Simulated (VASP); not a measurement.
Wanted: the native input for a VASP 6.6.1 run.

```yaml
Task: single point
Functional: PBEsol
Potentials_or_basis: VASP PAW PBE potentials, release 64 (Re, Bi_d)
Cutoff: 520 eV
k_mesh: 10 × 10 × 10
Occupations: gaussian, width 0.05 eV
Spin: no spin polarisation
Dipole_correction: no
Further_INCAR_settings: ALGO = Fast; EDIFF = 1e-06; NBANDS = 18
```

The structure of ReBi lies in POSCAR:

```
ReBi
1.0
    0.0000000000      3.0880372018      3.0880372018
    3.0880372018      0.0000000000      3.0880372018
    3.0880372018      3.0880372018      0.0000000000
Re Bi
1 1
Direct
    0.0000000000      0.0000000000      0.0000000000
    0.2500000000      0.2500000000      0.2500000000
```

These files were run (other wordings do the same):

INCAR

```
SYSTEM = ReBi
PREC = Accurate
ENCUT = 520
EDIFF = 1E-6
ISMEAR = 0
SIGMA = 0.05
LREAL = .False.
LASPH = .True.
NELM = 80
ALGO = Fast
ISIF = 2
LWAVE = .False.
LCHARG = .False.
GGA = PS
NBANDS = 18
```

KPOINTS

```
Automatic mesh
0
Gamma
  10 10 10
  0 0 0
```

Potentials or basis: VASP PAW PBE potentials, release 64 (Re, Bi_d).

Launch:

```bash
$ cat potpaw_PBE.64/Re/POTCAR potpaw_PBE.64/Bi_d/POTCAR > POTCAR
$ mpirun -np 1 vasp_std > vasp.out
```

It gave:

```json
{"Pressure": "-1.8 GPa", "Band gap on the k mesh": "zero (bands 11 and 12 overlap by 0.03 eV)"}
```

Caveat: the PAW data sets were made with another functional, which shifts forces and pressure a little; spin-orbit coupling is left out, which moves the levels of the heavy elements.

Run time: 36 s on 1 thread of AMD EPYC 9R45 96-Core Processor (Zen 5), with other jobs on the host, peak memory 0.18 GiB.
